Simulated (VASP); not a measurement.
# BAs (zincblende type) (F-43m) in VASP: further runs

The runs below take BAs (zincblende type) through single point, with PBE.

All numbers are computed with VASP 6.6.1; they aren't measurements. Logs are shortened: lines on timing, memory, paths and dates and some standing lists are left out, and cuts for length are marked.

### Step 1. The cell of the first run

The structure is cubic, space group F-43m (No. 216). The conventional cell has a = 4.841 Å, b = 4.841 Å, c = 4.841 Å, α = 90.00°, β = 90.00°, γ = 90.00°. Within 2.8 Å of B (site symmetry -43m) lie 4 As at 2.10 Å. Within 2.8 Å of As (site symmetry -43m) lie 4 B at 2.10 Å.

### Step 2. Single point, PBE (volume scaled by 1.02)

INCAR

```
SYSTEM = BAs
PREC = Accurate
ENCUT = 520
EDIFF = 1E-6
ISMEAR = -1
SIGMA = 0.08
LREAL = .FALSE.
LASPH = .TRUE.
NELM = 60
ALGO = Normal
ISIF = 2
LWAVE = .FALSE.
LCHARG = .TRUE.
GGA = PE
LELF = .TRUE.
LVHAR = .TRUE.
NBANDS = 11
```

KPOINTS

```
Automatic mesh
0
G
  15 15 15
  0 0 0
```

POSCAR

```
BAs
1.0
    0.0000000000      2.4205839852      2.4205839852
    2.4205839852      0.0000000000      2.4205839852
    2.4205839852      2.4205839852      0.0000000000
B As
1 1
Direct
    0.0000000000      0.0000000000      0.0000000000
    0.2500000000      0.2500000000      0.2500000000
```

Potentials or basis: VASP PAW PBE potentials, release 64 (B, As).

Launch:

```sh
$ cat potpaw_PBE.64/B/POTCAR potpaw_PBE.64/As/POTCAR > POTCAR
$ mpirun -np 1 vasp_std > vasp.out
```

OUTCAR:

```text
SYSTEM = BAs
   PREC = Accurate
   ENCUT = 520
   EDIFF = 1E-6
   ISMEAR = -1
   LREAL = .FALSE.
   LASPH = .TRUE.
   NELM = 60
   ISIF = 2
   GGA = PE

 ion  position               nearest neighbor table
   1  0.000  0.000  0.000-   2 2.10   2 2.10   2 2.10   2 2.10
   2  0.250  0.250  0.250-   1 2.10   1 2.10   1 2.10   1 2.10

  LATTYP: Found a face centered cubic cell.
 ALAT       =     4.8411679704

  Lattice vectors:

 A1 = (   0.0000000000,   2.4205839852,   2.4205839852)
 A2 = (   2.4205839852,   0.0000000000,   2.4205839852)
 A3 = (   2.4205839852,   2.4205839852,   0.0000000000)

Analysis of symmetry for initial positions (statically):
=====================================================================
 Subroutine PRICEL returns:
 Original cell was already a primitive cell.

 Routine SETGRP: Setting up the symmetry group for a
 face centered cubic supercell.

 Subroutine GETGRP returns: Found 24 space group operations
 (whereof 24 operations were pure point group operations)
 out of a pool of 48 trial point group operations.

The static configuration has the point symmetry T_d .

Analysis of symmetry for dynamics (positions and initial velocities):
=====================================================================
 Subroutine PRICEL returns:
 Original cell was already a primitive cell.

 Routine SETGRP: Setting up the symmetry group for a
 face centered cubic supercell.

 Subroutine GETGRP returns: Found 24 space group operations
 (whereof 24 operations were pure point group operations)
 out of a pool of 48 trial point group operations.

The dynamic configuration has the point symmetry T_d .

 Subroutine INISYM returns: Found 24 space group operations
 (whereof 24 operations are pure point group operations),
 and found     1 'primitive' translations

----------------------------------------------------------------------------------------

                                     Primitive cell

  volume of cell :      28.3655

  direct lattice vectors                    reciprocal lattice vectors
     0.000000000  2.420583985  2.420583985    -0.206561724  0.206561724  0.206561724
     2.420583985  0.000000000  2.420583985     0.206561724 -0.206561724  0.206561724
     2.420583985  2.420583985  0.000000000     0.206561724  0.206561724 -0.206561724

  length of vectors
     3.423222701  3.423222701  3.423222701     0.357775400  0.357775400  0.357775400

  position of ions in fractional coordinates (direct lattice)
     0.000000000  0.000000000  0.000000000
[... 80 lines left out ...]
   EDIFFG = 0.1E-04   stopping-criterion for IOM
   NSW    =      0    number of steps for IOM
   IBRION =     -1    ionic relax: 0-MD 1-quasi-New 2-CG
   NFREE  =      0    steps in history (QN), initial steepest desc. (CG)
   ISIF   =      2    stress and relaxation
   ISYM   =      2    0-nonsym 1-usesym 2-fastsym
   POTIM  = 0.5000    time-step for ionic-motion
   TEBEG  =    0.0;   TEEND  =   0.0 temperature during run
   PSTRESS=    0.0 pullay stress
   NELECT =       8.0000    total number of electrons
   NUPDOWN=      -1.0000    fix difference up-down
   EMIN   =  10.00;   EMAX   =-10.00  energy-range for DOS
   EFERMI =   0.00;   METHOD = LEGACY
   ISMEAR =    -1;   SIGMA  =   0.08  broadening in eV -4-tet -1-fermi 0-gaus
   EFERMI_NEDOS =   21; number of points for ismear=-14 and -15
   IALGO  =     38    algorithm
   IMIX   =      4    mixing-type and parameters
     AMIX     =   0.40;   BMIX     =  1.00
     AMIX_MAG =   1.60;   BMIX_MAG =  1.00
  volume/ion in A,a.u.               =      14.18        95.71
  Fermi-wavevector in a.u.,A,eV,Ry     =   1.073597  2.028804 15.682222  1.152611
  Thomas-Fermi vector in A             =   2.209401
   LORBIT       =      0    0 simple, 1 ext, 2 COOP (PROOUT), +10 PAW based schemes
   GGA     = PE    functional components
   LHFCALC =     F    Hartree Fock is set to
   AEXX    =    0.0000 exact exchange contribution
   IVDW    =     0    specifies the selected vdW correction
   LEPSILON=     F    determine dielectric tensor
   LRPA    =     F    only Hartree local field effects (RPA)
 non-spin polarized calculation
  energy-cutoff  :      520.00
  volume of cell :       28.37
 maximum number of plane-waves:       785
 NGX is ok and might be reduce to    28
   NGX = 13   NGY = 13   NGZ = 13

 number of electron       8.0000000 magnetization

 Free energy of the ion-electron system (eV)
  ---------------------------------------------------
  ext. energy  EPLUGINS =         0.00000000
  ---------------------------------------------------
  free energy    TOTEN  =       -11.41149477 eV

  energy without entropy =      -11.41148990  energy(sigma->0) =      -11.41149233

 E-fermi :   6.2858     XC(G=0): -10.4117

 val. band max:        5.6917150376   @ k =   0.0000   0.0000   0.0000
 cond. band min:       6.9076934261   @ k =   0.4000   0.4000   0.0000
 fundamental gap:      1.2159783885
 Fermi energy:         6.2858390625

 k-point     1 :       0.0000    0.0000    0.0000
  band No.  band energies     occupation
      1      -9.3505      2.00000
      2       5.6917      1.99881
      3       5.6917      1.99881
      4       5.6917      1.99881
      5       8.9191      0.00000
      6       8.9191      0.00000
      7       8.9191      0.00000
      8       9.8754      0.00000
      9      15.0846      0.00000
     10      18.4825      0.00000
     11      18.4825      0.00000
[... 309 lines left out ...]
 k-point    24 :       0.2000    0.1333    0.0000
  band No.  band energies     occupation
      1      -8.7223      2.00000
      2       2.8975      2.00000
      3       4.0732      2.00000
      4       4.2531      2.00000
      5       8.1818      0.00000
      6      10.5554      0.00000
      7      11.1361      0.00000
      8      11.6113      0.00000
      9      15.3492      0.00000
     10      17.2647      0.00000
     11      18.7304      0.00000

 [... further k-points ...]
[... 5 lines left out ...]
  --------------------------------------------------------------------------------------
  -------------------------------------------------------------------------------------
  Total       -0.3474068     -0.3474068     -0.3474068     -0.0000000      0.0000000      0.0000000
  in kB      -19.6226824    -19.6226824    -19.6226824     -0.0000000      0.0000000      0.0000000
  external PRESSURE =     -19.6226824 kB  Pullay stress =       0.0000000 kB

 VOLUME and BASIS-vectors are now :
 -----------------------------------------------------------------------------
  energy-cutoff  :      520.00
  volume of cell :       28.37
      direct lattice vectors                 reciprocal lattice vectors
     0.000000000  2.420583985  2.420583985    -0.206561724  0.206561724  0.206561724
     2.420583985  0.000000000  2.420583985     0.206561724 -0.206561724  0.206561724
     2.420583985  2.420583985  0.000000000     0.206561724  0.206561724 -0.206561724

 POSITION                                       TOTAL-FORCE (eV/Angst)
 -----------------------------------------------------------------------------------
      0.00000      0.00000      0.00000        -0.000000      0.000000     -0.000000
      1.21029      1.21029      1.21029         0.000000     -0.000000      0.000000
 -----------------------------------------------------------------------------------
    total drift:                               -0.000000     -0.000000     -0.000000

  FREE ENERGIE OF THE ION-ELECTRON SYSTEM (eV)
  ---------------------------------------------------
  free  energy   TOTEN  =       -11.4114947709 eV

  energy  without entropy=      -11.4114898956  energy(sigma->0) =      -11.41149233
```

Wall time 40 s (1 thread of Intel Xeon Platinum 8488C (Sapphire Rapids), shared host); peak memory 0.18 GiB.

Results:

| Item | Value |
| --- | --- |
| Free energy | -11.4115 eV |
| Pressure | -2.0 GPa |
| Band gap on the k mesh | 1.22 eV, indirect (least direct gap 3.23 eV) |

 A k mesh can miss the band edges.

### Step 3. Single point, PBE (volume scaled by 1.06)

INCAR

```
ALGO = Normal
EDIFF = 1E-7
ENCUT = 520
GGA = PE
ISIF = 2
ISMEAR = -1
LASPH = T
LCHARG = F
LREAL = F
LWAVE = F
NBANDS = 11
NELM = 100
PREC = Accurate
SIGMA = 0.08
```

KPOINTS

```
k-points
0
Gamma
  15 15 15
```

POSCAR

```
BAs
1.0
    0.0000000000      2.4518207722      2.4518207722
    2.4518207722      0.0000000000      2.4518207722
    2.4518207722      2.4518207722      0.0000000000
B As
1 1
Direct
    0.0000000000      0.0000000000      0.0000000000
    0.2500000000      0.2500000000      0.2500000000
```

Potentials or basis: VASP PAW PBE potentials, release 64 (B, As).

Launch:

```sh
$ cat potpaw_PBE.64/B/POTCAR potpaw_PBE.64/As/POTCAR > POTCAR
$ mpirun -np 1 vasp_std > vasp.out
```

OUTCAR:

```text
EDIFF = 1E-7
   ENCUT = 520
   GGA = PE
   ISIF = 2
   ISMEAR = -1
   LASPH = T
   LREAL = F
   NELM = 100
   PREC = Accurate

 ion  position               nearest neighbor table
   1  0.000  0.000  0.000-   2 2.12   2 2.12   2 2.12   2 2.12
   2  0.250  0.250  0.250-   1 2.12   1 2.12   1 2.12   1 2.12

  LATTYP: Found a face centered cubic cell.
 ALAT       =     4.9036415444

  Lattice vectors:

 A1 = (   0.0000000000,   2.4518207722,   2.4518207722)
 A2 = (   2.4518207722,   0.0000000000,   2.4518207722)
 A3 = (   2.4518207722,   2.4518207722,   0.0000000000)

Analysis of symmetry for initial positions (statically):
=====================================================================
 Subroutine PRICEL returns:
 Original cell was already a primitive cell.

 Routine SETGRP: Setting up the symmetry group for a
 face centered cubic supercell.

 Subroutine GETGRP returns: Found 24 space group operations
 (whereof 24 operations were pure point group operations)
 out of a pool of 48 trial point group operations.

The static configuration has the point symmetry T_d .

Analysis of symmetry for dynamics (positions and initial velocities):
[... 162 lines left out ...]
 cond. band min:       6.5409536671   @ k =   0.4000   0.4000   0.0000
 fundamental gap:      1.2531411911
 Fermi energy:         5.9010048507

 k-point     1 :       0.0000    0.0000    0.0000
  band No.  band energies     occupation
      1      -9.4217      2.00000
      2       5.2878      1.99906
      3       5.2878      1.99906
      4       5.2878      1.99906
      5       8.4699      0.00000
      6       8.4699      0.00000
      7       8.4699      0.00000
      8       9.0010      0.00000
      9      14.5067      0.00000
     10      17.9286      0.00000
     11      17.9286      0.00000
[... 309 lines left out ...]
 k-point    24 :       0.2000    0.1333    0.0000
  band No.  band energies     occupation
      1      -8.8165      2.00000
      2       2.5144      2.00000
      3       3.7401      2.00000
      4       3.8893      2.00000
      5       7.7602      0.00000
      6       9.9145      0.00000
      7      10.5976      0.00000
      8      11.0135      0.00000
      9      14.8102      0.00000
     10      16.5970      0.00000
     11      18.1787      0.00000

 [... further k-points ...]
[... 5 lines left out ...]
  --------------------------------------------------------------------------------------
  -------------------------------------------------------------------------------------
  Total       -1.1659412     -1.1659412     -1.1659412      0.0000000      0.0000000     -0.0000000
  in kB      -63.3710757    -63.3710757    -63.3710757      0.0000000      0.0000000     -0.0000000
  external PRESSURE =     -63.3710757 kB  Pullay stress =       0.0000000 kB

 VOLUME and BASIS-vectors are now :
 -----------------------------------------------------------------------------
  energy-cutoff  :      520.00
  volume of cell :       29.48
      direct lattice vectors                 reciprocal lattice vectors
     0.000000000  2.451820772  2.451820772    -0.203930077  0.203930077  0.203930077
     2.451820772  0.000000000  2.451820772     0.203930077 -0.203930077  0.203930077
     2.451820772  2.451820772  0.000000000     0.203930077  0.203930077 -0.203930077

 POSITION                                       TOTAL-FORCE (eV/Angst)
 -----------------------------------------------------------------------------------
      0.00000      0.00000      0.00000        -0.000000     -0.000000     -0.000000
      1.22591      1.22591      1.22591         0.000000      0.000000      0.000000
 -----------------------------------------------------------------------------------
    total drift:                               -0.000000     -0.000000      0.000000

  FREE ENERGIE OF THE ION-ELECTRON SYSTEM (eV)
  ---------------------------------------------------
  free  energy   TOTEN  =       -11.3823678524 eV

  energy  without entropy=      -11.3823637215  energy(sigma->0) =      -11.38236579
```

Run time: 51 s. Hardware: 1 thread of Intel Xeon Platinum 8488C (Sapphire Rapids), shared host; peak memory 0.18 GiB.

What came out:

```
Free energy            : -11.3824 eV
Pressure               : -6.3 GPa
Band gap on the k mesh : 1.25 eV, indirect (least direct gap 3.18 eV)
```

Levels at points of the mesh, in eV from the valence-band top:
```
           k point  band 2  band 3  band 4  band 5  band 6  band 7
(0.00, 0.00, 0.00)    0.00    0.00    0.00    3.18    3.18    3.18
```

 A k mesh can miss the band edges.
